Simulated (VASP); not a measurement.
Wanted: the native input for a VASP 6.6.1 run.

```yaml
Task: single point
Functional: PBE
Potentials_or_basis: VASP PAW PBE potentials, release 64 (In_d, As)
Cutoff: 520 eV
k_mesh: 12 × 12 × 12
Occupations: gaussian, width 0.1 eV
Spin: no spin polarisation
Dipole_correction: no
Further_INCAR_settings: ALGO = Normal; EDIFF = 1e-07; NBANDS = 16
```

The structure of InAs lies in POSCAR:

```
InAs
1.0
    0.0000000000      3.0933796585      3.0933796585
    3.0933796585      0.0000000000      3.0933796585
    3.0933796585      3.0933796585      0.0000000000
In As
1 1
Direct
    0.0000000000      0.0000000000      0.0000000000
    0.7500000000      0.7500000000      0.7500000000
```

These files were run (other wordings do the same):

INCAR

```
ALGO = Normal ; EDIFF = 1E-7
ENCUT = 520 ; GGA = PE
ISIF = 2 ; ISMEAR = 0
LASPH = True ; LCHARG = False
LREAL = False ; LWAVE = False
NBANDS = 16 ; NELM = 80
PREC = Accurate ; SIGMA = 0.1
```

KPOINTS

```
k-points
0
Gamma
  12 12 12
```

Potentials or basis: VASP PAW PBE potentials, release 64 (In_d, As).

Run with:

```sh
$ cat potpaw_PBE.64/In_d/POTCAR potpaw_PBE.64/As/POTCAR > POTCAR
$ mpirun -np 1 vasp_std > vasp.out
```

Results of the run:

```yaml
Pressure: 0.0 GPa
Band_gap_on_the_k_mesh: zero (filled and empty bands touch)
```

Caveat: spin-orbit coupling is left out, which moves the levels of the heavy elements.

Wall time 64 s on 1 thread of Intel(R) Xeon(R) Platinum 8259CL CPU @ 2.50GHz (Skylake/Cascade Lake), on a shared host, peak memory 0.24 GiB.
